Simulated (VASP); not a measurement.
Input of a VASP 6.6.1 run:

The input INCAR:

```
ALGO     = Normal         # electronic algorithm
EDIFF    = 1E-6           # SCF threshold, eV
ENCUT    = 520            # plane-wave cutoff, eV
GGA      = PE             # functional
ISIF     = 2              # what is computed and relaxed
ISMEAR   = 0              # smearing method
ISPIN    = 2              # spin polarisation
LASPH    = True           # aspherical terms in the spheres
LCHARG   = False          # write CHGCAR
LMAXMIX  = 4              # l up to which the mixer works
LORBIT   = 11             # projections on sites
LREAL    = False          # projectors in reciprocal space
LWAVE    = False          # write WAVECAR
MAGMOM   = 0 2 2 0 0 0    # initial moments
NBANDS   = 44             # bands
NELM     = 150            # most SCF steps
PREC     = Accurate       # precision mode
SIGMA    = 0.1            # smearing width, eV
```

File KPOINTS:

```
k-points
0
Gamma
  6 6 4
```

Contents of POSCAR:

```
ScV2WS2
1.0
    4.1130495789      0.0000000029      0.0000000000
   -2.0565247920      3.5620054209      0.0000000000
    0.0000000000      0.0000000000      6.1492997917
Sc V W S
1 2 1 2
Direct
    0.0000000000      0.0000000000      0.5000000000
    0.6666666667      0.3333333333      0.8479934623
    0.3333333333      0.6666666667      0.1520065377
    0.0000000000      0.0000000000      0.0000000000
    0.6666666667      0.3333333333      0.2541791554
    0.3333333333      0.6666666667      0.7458208446
```

Potentials or basis: VASP PAW PBE potentials, release 64 (Sc_sv, V_sv, W_sv, S).

Command:

```bash
$ cat potpaw_PBE.64/Sc_sv/POTCAR potpaw_PBE.64/V_sv/POTCAR potpaw_PBE.64/W_sv/POTCAR potpaw_PBE.64/S/POTCAR > POTCAR
$ mpirun -np 1 vasp_std > vasp.out
```

Task: What does it give for the net moment?

Result: 1.54 μB per cell.

Task: What does it give for the largest force?

Result: 0.174 eV/Å.

Task: Estimate the pressure.

Result: 0.9 GPa.

Stress tensor (GPa, compression positive):
```
1.23 0.00 0.00
0.00 1.23 0.00
0.00 0.00 0.39
```
